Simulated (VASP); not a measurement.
Here is a VASP 6.6.1 calculation.

INCAR

```
SYSTEM = Li
PREC = Accurate ; ENCUT = 520
EDIFF = 1E-6 ; ISMEAR = -1
SIGMA = 0.11 ; LREAL = Auto
LASPH = .True. ; NELM = 60
ALGO = Normal ; ISIF = 2
LWAVE = .False. ; LCHARG = .True.
GGA = PS ; LELF = .True.
LVHAR = .True. ; NBANDS = 38
```

File KPOINTS:

```
regular mesh
0
Gamma
  2 2 2
  0 0 0
```

The input POSCAR:

```
Li
1.0
    7.0944470000      0.0000000000      0.0000000000
    0.0000000000      7.0944470000      0.0000000000
    0.0000000000      0.0000000000      7.0944470000
Li
16
Direct
   -0.0058496455     -0.0102474513     -0.0178449427
    0.5184336425      0.0114455714      0.0393406280
    0.0108535591      0.4937523672      0.0166468225
   -0.0733249540     -0.0354361658      0.4644195665
    0.2617258258      0.2090649208      0.3317242345
    0.5495142891      0.4511979581     -0.0108112725
    0.5201392018     -0.0103179289      0.5467092784
    0.7776645593      0.2627125130      0.2697179921
    0.0201566098      0.4665057051      0.4909614520
    0.2308707078      0.7449488311      0.2881549471
    0.2418934133      0.2072325017      0.7011822063
    0.5098212729      0.5285824251      0.5270742032
    0.7806246209      0.7054249612      0.2194392318
    0.7676285410      0.2415128339      0.7320232289
    0.2314345290      0.7360545508      0.7608063039
    0.7134594141      0.8029801336      0.7470208742
```

Potentials or basis: VASP PAW PBE potentials, release 64 (Li_sv).

Run with:

```sh
$ cat potpaw_PBE.64/Li_sv/POTCAR > POTCAR
$ mpirun -np 1 vasp_std > vasp.out
```

Q: Predict the band gap on the k mesh.

A: Zero (band 24 reaches 0.59 eV, above the bottom of band 25 at -0.09 eV).

Q: What does it give for the largest force?

A: 0.931 eV/Å.

Forces in eV/Å, atoms in the order of the input:
```
Li   0.011  0.180  0.211
Li  -0.061 -0.088 -0.022
Li   0.172 -0.266 -0.210
Li   0.402  0.021  0.131
Li  -0.011  0.062 -0.595
Li  -0.391  0.150 -0.038
Li  -0.253  0.145 -0.554
Li  -0.187 -0.170  0.011
Li  -0.238  0.356  0.259
Li   0.221  0.101 -0.116
Li  -0.034  0.027  0.529
Li   0.084 -0.202 -0.175
Li  -0.324  0.173  0.167
Li   0.077  0.067  0.021
Li   0.062  0.095 -0.087
Li   0.468 -0.653  0.470
```

Caveat: the k points lie up to 0.44 Å⁻¹ apart; the PAW data sets were made with another functional, which shifts forces and pressure a little.
